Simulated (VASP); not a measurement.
# LiH in VASP: further runs

Aim: see how the results for LiH move with the level of theory and the settings. Levels: PBE, r2SCAN, HSE06. Tasks: single point.

Program: VASP 6.6.1. These are calculated values, not measurements. Logs are shortened: lines on timing, memory, paths and dates and some standing lists are left out, and cuts for length are marked.

**1. The cell of the first run**

The structure is cubic, space group Fm-3m (No. 225). The conventional cell has a = 4.197 Å, b = 4.197 Å, c = 4.197 Å, α = 90.00°, β = 90.00°, γ = 90.00°. Within 2.8 Å of Li (site symmetry m-3m) lie 6 H at 2.10 Å. Within 2.8 Å of H (site symmetry m-3m) lie 6 Li at 2.10 Å.

**2. Single point, PBE (strain +5.0%)**

INCAR reads:

```
PREC = Accurate ; ENCUT = 520
EDIFF = 1E-6 ; ISMEAR = -1
SIGMA = 0.02 ; LREAL = F
LASPH = T ; NELM = 80
ALGO = Normal ; ISIF = 2
LWAVE = F ; LCHARG = F
GGA = PE ; NBANDS = 9
```

KPOINTS reads:

```
Automatic mesh
0
Gamma
  10 10 10
```

POSCAR reads:

```
LiH
1.0
    0.0000000000      2.0985961725      2.0985961725
    2.0985961725      0.0000000000      2.0985961725
    2.0985961725      2.0985961725      0.0000000000
Li H
1 1
Direct
    0.0000000000      0.0000000000      0.0000000000
    0.5000000000      0.5000000000      0.5000000000
```

Potentials or basis: VASP PAW PBE potentials, release 64 (Li_sv, H).

Started as:

```console
cat potpaw_PBE.64/Li_sv/POTCAR potpaw_PBE.64/H/POTCAR > POTCAR
mpirun -np 1 vasp_std > vasp.out
```

OUTCAR:

```text
PREC = Accurate
   ENCUT = 520
   EDIFF = 1E-6
   ISMEAR = -1
   LREAL = F
   LASPH = T
   NELM = 80
   ISIF = 2
   GGA = PE

 ion  position               nearest neighbor table
   1  0.000  0.000  0.000-
   2  0.500  0.500  0.500-

  LATTYP: Found a face centered cubic cell.
 ALAT       =     4.1971923450

  Lattice vectors:

 A1 = (   0.0000000000,   2.0985961725,   2.0985961725)
 A2 = (   2.0985961725,   0.0000000000,   2.0985961725)
 A3 = (   2.0985961725,   2.0985961725,   0.0000000000)

Analysis of symmetry for initial positions (statically):
=====================================================================
 Subroutine PRICEL returns:
 Original cell was already a primitive cell.

 Routine SETGRP: Setting up the symmetry group for a
 face centered cubic supercell.

 Subroutine GETGRP returns: Found 48 space group operations
 (whereof 48 operations were pure point group operations)
 out of a pool of 48 trial point group operations.

The static configuration has the point symmetry O_h .

Analysis of symmetry for dynamics (positions and initial velocities):
=====================================================================
 Subroutine PRICEL returns:
 Original cell was already a primitive cell.

 Routine SETGRP: Setting up the symmetry group for a
 face centered cubic supercell.

 Subroutine GETGRP returns: Found 48 space group operations
 (whereof 48 operations were pure point group operations)
 out of a pool of 48 trial point group operations.

The dynamic configuration has the point symmetry O_h .

 Subroutine INISYM returns: Found 48 space group operations
 (whereof 48 operations are pure point group operations),
 and found     1 'primitive' translations

----------------------------------------------------------------------------------------

                                     Primitive cell

  volume of cell :      18.4849

  direct lattice vectors                    reciprocal lattice vectors
     0.000000000  2.098596173  2.098596173    -0.238254509  0.238254509  0.238254509
     2.098596173  0.000000000  2.098596173     0.238254509 -0.238254509  0.238254509
     2.098596173  2.098596173  0.000000000     0.238254509  0.238254509 -0.238254509

  length of vectors
     2.967863169  2.967863169  2.967863169     0.412668914  0.412668914  0.412668914

  position of ions in fractional coordinates (direct lattice)
     0.000000000  0.000000000  0.000000000
     0.500000000  0.500000000  0.500000000

  ion indices of the primitive-cell ions
   primitive index   ion index
                 1           1
                 2           2

----------------------------------------------------------------------------------------

 KPOINTS: Automatic mesh

Automatic generation of k-mesh.
 Grid dimensions read from file:
 generate k-points for:   10   10   10

 Generating k-lattice:

  Cartesian coordinates                     Fractional coordinates (reciprocal lattice)
    -0.023825451  0.023825451  0.023825451     0.100000000  0.000000000  0.000000000
     0.023825451 -0.023825451  0.023825451     0.000000000  0.100000000  0.000000000
     0.023825451  0.023825451 -0.023825451     0.000000000  0.000000000  0.100000000

  Length of vectors
     0.041266891  0.041266891  0.041266891

  Shift w.r.t. Gamma in fractional coordinates (k-lattice)
     0.000000000  0.000000000  0.000000000

 Subroutine IBZKPT returns following result:
 ===========================================

 Found     47 irreducible k-points:

 Following reciprocal coordinates:
            Coordinates               Weight
  0.000000  0.000000  0.000000      1.000000
  0.100000  0.000000  0.000000      8.000000
  0.200000  0.000000  0.000000      8.000000
  0.300000  0.000000  0.000000      8.000000
  0.400000  0.000000  0.000000      8.000000
  0.500000  0.000000  0.000000      4.000000
[... 16 lines left out ...]
  0.300000  0.300000  0.000000      6.000000
  0.400000  0.300000  0.000000     24.000000
 [... further k-points ...]
   k-points           NKPTS =     47   k-points in BZ     NKDIM =     47   number of bands    NBANDS=      9
   number of dos      NEDOS =    301   number of ions     NIONS =      2
   total plane-waves  NPLWV =  13824
   dimension x,y,z NGX =    24 NGY =   24 NGZ =   24
   dimension x,y,z NGXF=    48 NGYF=   48 NGZF=   48
   ions per type =               1   1
   NGX,Y,Z   is equivalent  to a cutoff of  13.44, 13.44, 13.44 a.u.
   NGXF,Y,Z  is equivalent  to a cutoff of  26.89, 26.89, 26.89 a.u.
 SYSTEM =  unknown system
   PREC   = accura    normal or accurate (medium, high low for compatibility)
   ISTART =      0    job   : 0-new  1-cont  2-samecut
   ICHARG =      2    charge: 1-file 2-atom 10-const
   ISPIN  =      1    spin polarized calculation?
   LNONCOLLINEAR =      F non collinear calculations
   LSORBIT =      F    spin-orbit coupling
   LASPH  =      T    aspherical Exc in radial PAW
   ENCUT  =  520.0 eV  38.22 Ry    6.18 a.u.   5.52  5.52  5.52*2*pi/ulx,y,z
   NELM   =     80;   NELMIN=  2; NELMDL= -5     # of ELM steps
   EDIFF  = 0.1E-05   stopping-criterion for ELM
   LREAL  =      F    real-space projection
   EDIFFG = 0.1E-04   stopping-criterion for IOM
   NSW    =      0    number of steps for IOM
   IBRION =     -1    ionic relax: 0-MD 1-quasi-New 2-CG
   NFREE  =      0    steps in history (QN), initial steepest desc. (CG)
   ISIF   =      2    stress and relaxation
   ISYM   =      2    0-nonsym 1-usesym 2-fastsym
   POTIM  = 0.5000    time-step for ionic-motion
   TEBEG  =    0.0;   TEEND  =   0.0 temperature during run
   PSTRESS=    0.0 pullay stress
   NELECT =       4.0000    total number of electrons
   NUPDOWN=      -1.0000    fix difference up-down
   EMIN   =  10.00;   EMAX   =-10.00  energy-range for DOS
   EFERMI =   0.00;   METHOD = LEGACY
   ISMEAR =    -1;   SIGMA  =   0.02  broadening in eV -4-tet -1-fermi 0-gaus
   EFERMI_NEDOS =   21; number of points for ismear=-14 and -15
   IALGO  =     38    algorithm
   IMIX   =      4    mixing-type and parameters
     AMIX     =   0.40;   BMIX     =  1.00
     AMIX_MAG =   1.60;   BMIX_MAG =  1.00
  volume/ion in A,a.u.               =       9.24        62.37
  Fermi-wavevector in a.u.,A,eV,Ry     =   0.982855  1.857326 13.143272  0.966003
  Thomas-Fermi vector in A             =   2.113969
   LORBIT       =      0    0 simple, 1 ext, 2 COOP (PROOUT), +10 PAW based schemes
   GGA     = PE    functional components
   LHFCALC =     F    Hartree Fock is set to
   AEXX    =    0.0000 exact exchange contribution
   IVDW    =     0    specifies the selected vdW correction
   LEPSILON=     F    determine dielectric tensor
   LRPA    =     F    only Hartree local field effects (RPA)
 non-spin polarized calculation
  energy-cutoff  :      520.00
  volume of cell :       18.48
 maximum number of plane-waves:       531
 NGX is ok and might be reduce to    24
   NGX = 11   NGY = 11   NGZ = 11

 number of electron       4.0000002 magnetization

 Free energy of the ion-electron system (eV)
  ---------------------------------------------------
  ext. energy  EPLUGINS =         0.00000000
  ---------------------------------------------------
  free energy    TOTEN  =        -6.09408382 eV

  energy without entropy =       -6.09408382  energy(sigma->0) =       -6.09408382

 E-fermi :  -0.0291     XC(G=0):  -8.0778

 val. band max:       -0.5071963140   @ k =   0.5000   0.5000   0.0000
 cond. band min:       2.5555775724   @ k =   0.5000   0.5000   0.0000
 fundamental gap:      3.0627738864
 Fermi energy:        -0.0291006227

 k-point     1 :       0.0000    0.0000    0.0000
  band No.  band energies     occupation
      1     -44.9619      2.00000
      2      -5.4311      2.00000
      3      13.8841      0.00000
      4      16.0243      0.00000
      5      16.0243      0.00000
      6      16.0243      0.00000
      7      20.4964      0.00000
      8      20.4964      0.00000
      9      20.4964      0.00000

 k-point     2 :       0.1000    0.0000    0.0000
  band No.  band energies     occupation
      1     -44.9593      2.00000
      2      -5.2628      2.00000
      3      12.7468      0.00000
      4      15.0037      0.00000
      5      15.6860      0.00000
      6      15.6860      0.00000
      7      19.9428      0.00000
      8      21.2388      0.00000
      9      21.2388      0.00000

 k-point     3 :       0.2000    0.0000    0.0000
  band No.  band energies     occupation
      1     -44.9524      2.00000
      2      -4.7717      2.00000
      3       9.9579      0.00000
      4      13.7659      0.00000
      5      15.1306      0.00000
      6      15.1306      0.00000
      7      20.6518      0.00000
      8      21.0032      0.00000
      9      21.0032      0.00000

 k-point     4 :       0.3000    0.0000    0.0000
  band No.  band energies     occupation
      1     -44.9440      2.00000
      2      -4.0159      2.00000
      3       7.1231      0.00000
      4      12.8252      0.00000
      5      14.7880      0.00000
      6      14.7880      0.00000
      7      19.1289      0.00000
      8      19.1289      0.00000
      9      21.9967      0.00000
[... 205 lines left out ...]
 k-point    22 :      -0.2000    0.2000    0.0000
  band No.  band energies     occupation
      1     -44.9412      2.00000
      2      -3.7067      2.00000
      3       8.3278      0.00000
      4       8.5151      0.00000
      5      14.2162      0.00000
      6      15.2704      0.00000
      7      19.6760      0.00000
      8      21.6269      0.00000
      9      23.2242      0.00000

 k-point    23 :       0.3000    0.3000    0.0000
  band No.  band energies     occupation
      1     -44.9384      2.00000
      2      -3.3492      2.00000
      3       7.4496      0.00000
      4      10.9459      0.00000
      5      10.9459      0.00000
      6      14.0086      0.00000
      7      15.2766      0.00000
      8      25.6078      0.00000
      9      28.0155      0.00000

 k-point    24 :       0.4000    0.3000    0.0000
  band No.  band energies     occupation
      1     -44.9331      2.00000
      2      -2.5301      2.00000
      3       5.7876      0.00000
      4       9.3352      0.00000
      5      10.5457      0.00000
      6      14.5026      0.00000
      7      15.5097      0.00000
      8      26.5868      0.00000
      9      27.1565      0.00000

 [... further k-points ...]
[... 5 lines left out ...]
  --------------------------------------------------------------------------------------
  -------------------------------------------------------------------------------------
  Total       -0.4828007     -0.4828007     -0.4828007      0.0000000      0.0000000     -0.0000000
  in kB      -41.8467592    -41.8467592    -41.8467592      0.0000000      0.0000000     -0.0000000
  external PRESSURE =     -41.8467592 kB  Pullay stress =       0.0000000 kB

 VOLUME and BASIS-vectors are now :
 -----------------------------------------------------------------------------
  energy-cutoff  :      520.00
  volume of cell :       18.48
      direct lattice vectors                 reciprocal lattice vectors
     0.000000000  2.098596173  2.098596173    -0.238254509  0.238254509  0.238254509
     2.098596173  0.000000000  2.098596173     0.238254509 -0.238254509  0.238254509
     2.098596173  2.098596173  0.000000000     0.238254509  0.238254509 -0.238254509

 POSITION                                       TOTAL-FORCE (eV/Angst)
 -----------------------------------------------------------------------------------
      0.00000      0.00000      0.00000        -0.000000     -0.000000      0.000000
      2.09860      2.09860      2.09860         0.000000      0.000000     -0.000000
 -----------------------------------------------------------------------------------
    total drift:                                0.000000     -0.000000     -0.000000

  FREE ENERGIE OF THE ION-ELECTRON SYSTEM (eV)
  ---------------------------------------------------
  free  energy   TOTEN  =        -6.0940838227 eV

  energy  without entropy=       -6.0940838227  energy(sigma->0) =       -6.09408382
```

It took 9.9 s on 1 thread of Intel Xeon 8259CL, shared host; peak memory 0.13 GiB.

Results:

| Property | Result |
| --- | --- |
| Free energy | -6.0941 eV |
| Band gap on the k mesh | 3.06 eV, direct |

Levels at points of the mesh, in eV from the valence-band top:
| k point | band 1 | band 2 | band 3 | band 4 | band 5 |
| --- | --- | --- | --- | --- | --- |
| (0.00, 0.00, 0.00) | -44.45 | -4.92 | 14.39 | 16.53 | 16.53 |
| (0.50, 0.00, 0.00) | -44.43 | -2.26 | 4.60 | 12.52 | 15.28 |
| (0.50, 0.50, 0.00) | -44.42 | 0.00 | 3.06 | 10.16 | 10.16 |

Caveat: the cell differs from its parent crystal (strain +5.0%); the cutoff is under 1.25 times the usual one of these potentials, so pressure, stress and relaxed cells hold a basis-set (Pulay) error. A k mesh can miss the band edges.

**3. Single point, PBE (biaxial xy strain -3.6%)**

INCAR reads:

```
SYSTEM = LiH
  PREC = Accurate
  ENCUT = 520
  EDIFF = 1E-6
  ISMEAR = -1
  SIGMA = 0.02
  LREAL = .False.
  LASPH = .True.
  NELM = 100
  ALGO = Normal
  ISIF = 2
  LWAVE = .False.
  LCHARG = .False.
  GGA = PE
  NBANDS = 9
```

KPOINTS reads:

```
regular mesh
0
Gamma
  10 10 10
  0 0 0
```

POSCAR reads:

```
LiH
1.0
    0.0000000000      1.9271272157      1.9984726907
    1.9271272157      0.0000000000      1.9984726907
    1.9271272157      1.9271272157      0.0000000000
Li H
1 1
Direct
    0.0000000000      0.0000000000      0.0000000000
    0.5000000000      0.5000000000      0.5000000000
```

Potentials or basis: VASP PAW PBE potentials, release 64 (Li_sv, H).

Started as:

```console
cat potpaw_PBE.64/Li_sv/POTCAR potpaw_PBE.64/H/POTCAR > POTCAR
mpirun -np 1 vasp_std > vasp.out
```

OUTCAR:

```text
SYSTEM = LiH
   PREC = Accurate
   ENCUT = 520
   EDIFF = 1E-6
   ISMEAR = -1
   LREAL = .False.
   LASPH = .True.
   NELM = 100
   ISIF = 2
   GGA = PE

 ion  position               nearest neighbor table
   1  0.000  0.000  0.000-
   2  0.500  0.500  0.500-

  LATTYP: Found a body centered tetragonal cell.
 ALAT       =     2.7253694449
 C/A-ratio  =     1.4665701155

  Lattice vectors:

 A1 = (  -1.9271272157,   0.0000000000,   1.9984726907)
 A2 = (   1.9271272157,   0.0000000000,   1.9984726907)
 A3 = (   0.0000000000,   1.9271272157,  -1.9984726907)

Analysis of symmetry for initial positions (statically):
=====================================================================
 Subroutine PRICEL returns:
 Original cell was already a primitive cell.

 Routine SETGRP: Setting up the symmetry group for a
 body centered tetragonal supercell.

 Subroutine GETGRP returns: Found 16 space group operations
 (whereof 16 operations were pure point group operations)
 out of a pool of 16 trial point group operations.

The static configuration has the point symmetry D_4h.

Analysis of symmetry for dynamics (positions and initial velocities):
=====================================================================
 Subroutine PRICEL returns:
 Original cell was already a primitive cell.

 Routine SETGRP: Setting up the symmetry group for a
 body centered tetragonal supercell.

 Subroutine GETGRP returns: Found 16 space group operations
 (whereof 16 operations were pure point group operations)
 out of a pool of 16 trial point group operations.

The dynamic configuration has the point symmetry D_4h.

 Subroutine INISYM returns: Found 16 space group operations
 (whereof 16 operations are pure point group operations),
 and found     1 'primitive' translations

[... 111 lines left out ...]
   IALGO  =     38    algorithm
   IMIX   =      4    mixing-type and parameters
     AMIX     =   0.40;   BMIX     =  1.00
     AMIX_MAG =   1.60;   BMIX_MAG =  1.00
  volume/ion in A,a.u.               =       7.42        50.09
  Fermi-wavevector in a.u.,A,eV,Ry     =   1.057414  1.998223 15.213013  1.118125
  Thomas-Fermi vector in A             =   2.192686
   LORBIT       =      0    0 simple, 1 ext, 2 COOP (PROOUT), +10 PAW based schemes
   GGA     = PE    functional components
   LHFCALC =     F    Hartree Fock is set to
   AEXX    =    0.0000 exact exchange contribution
   IVDW    =     0    specifies the selected vdW correction
   LEPSILON=     F    determine dielectric tensor
   LRPA    =     F    only Hartree local field effects (RPA)
 non-spin polarized calculation
  energy-cutoff  :      520.00
  volume of cell :       14.84
 maximum number of plane-waves:       407
 NGX is ok and might be reduce to    24
   NGX = 11   NGY = 11   NGZ = 11

 number of electron       4.0000002 magnetization

 Free energy of the ion-electron system (eV)
  ---------------------------------------------------
  ext. energy  EPLUGINS =         0.00000000
  ---------------------------------------------------
  free energy    TOTEN  =        -6.11115743 eV

  energy without entropy =       -6.11115743  energy(sigma->0) =       -6.11115743

 E-fermi :   1.1399     XC(G=0):  -8.7755

 val. band max:        0.5856579365   @ k =   0.5000   0.0000   0.5000
 cond. band min:       3.0660741840   @ k =   0.5000   0.5000   0.0000
 fundamental gap:      2.4804162475
 Fermi energy:         1.1399152643

 k-point     1 :       0.0000    0.0000    0.0000
  band No.  band energies     occupation
      1     -43.7382      2.00000
      2      -5.2559      2.00000
      3      17.6216      0.00000
      4      19.1348      0.00000
      5      19.1348      0.00000
      6      19.4487      0.00000
      7      23.9721      0.00000
      8      24.1899      0.00000
      9      24.1899      0.00000
[... 265 lines left out ...]
 k-point    24 :       0.4000    0.3000    0.0000
  band No.  band energies     occupation
      1     -43.6759      2.00000
      2      -2.1131      2.00000
      3       7.0027      0.00000
      4      11.6048      0.00000
      5      13.1289      0.00000
      6      17.7954      0.00000
      7      19.3527      0.00000
      8      31.4425      0.00000
      9      32.5443      0.00000

 [... further k-points ...]
[... 5 lines left out ...]
  --------------------------------------------------------------------------------------
  -------------------------------------------------------------------------------------
  Total        0.3934239      0.3934239      0.0874467      0.0000000     -0.0000000      0.0000000
  in kB       42.4641412     42.4641412      9.4385418      0.0000000     -0.0000000      0.0000000
  external PRESSURE =      31.4556081 kB  Pullay stress =       0.0000000 kB

 VOLUME and BASIS-vectors are now :
 -----------------------------------------------------------------------------
  energy-cutoff  :      520.00
  volume of cell :       14.84
      direct lattice vectors                 reciprocal lattice vectors
     0.000000000  1.927127216  1.998472691    -0.259453551  0.259453551  0.250191060
     1.927127216  0.000000000  1.998472691     0.259453551 -0.259453551  0.250191060
     1.927127216  1.927127216  0.000000000     0.259453551  0.259453551 -0.250191060

 POSITION                                       TOTAL-FORCE (eV/Angst)
 -----------------------------------------------------------------------------------
      0.00000      0.00000      0.00000        -0.000000      0.000000     -0.000000
      1.92713      1.92713      1.99847         0.000000     -0.000000      0.000000
 -----------------------------------------------------------------------------------
    total drift:                                0.000000     -0.000000     -0.000000

  FREE ENERGIE OF THE ION-ELECTRON SYSTEM (eV)
  ---------------------------------------------------
  free  energy   TOTEN  =        -6.1111574313 eV

  energy  without entropy=       -6.1111574313  energy(sigma->0) =       -6.11115743
```

Run time: 16 s. Hardware: 1 thread of Intel Xeon 8259CL, shared host; peak memory 0.13 GiB.

Results:

* Free energy: -6.1112 eV
* Band gap on the k mesh: 2.48 eV, indirect (least direct gap 2.77 eV)

Caveat: the cell differs from its parent crystal (biaxial xy strain -3.6%); the cutoff is under 1.25 times the usual one of these potentials, so pressure, stress and relaxed cells hold a basis-set (Pulay) error. A k mesh can miss the band edges.

(Part 1 of 2 ends here.)
